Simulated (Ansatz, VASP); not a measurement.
## One calculation of CsRe2, two programs

```
Cs Re
1.0
     0.00000    3.31123    3.31123
     3.31123    0.00000    3.31123
     3.31123    3.31123    0.00000
Cs Re
1 2
Direct
  0.00000 0.00000 0.00000
  0.25000 0.25000 0.25000
  0.75000 0.75000 0.75000
```

Alike in both runs: task single point; functional PBE; k mesh 6 × 6 × 6; occupations gaussian, width 0.1 eV; no spin polarisation.

```csv
,VASP,Ansatz
version,VASP 6.6.1,Ansatz 0.2.0
potentials or method,"VASP PAW PBE potentials, release 64 (Cs_sv, Re), cutoff 520 eV","scalar-relativistic, plane waves, PAW"
valence electrons in the cell,23,39
```

```csv
,VASP,Ansatz,Ansatz less VASP
gap on the k mesh at the Fermi level (eV),none,none,-
pressure (GPa),-10.2,-12.5,-2.26
```

A gap of «none» marks a metal or a gap that the smearing closes. The functional is the same, so the differences come from potentials, cutoffs and numerics. VASP's potentials hold 23 valence electrons a cell and Ansatz's 39, so a difference there can come from the potentials and not from the codes.

Neither program's run includes spin-orbit coupling.
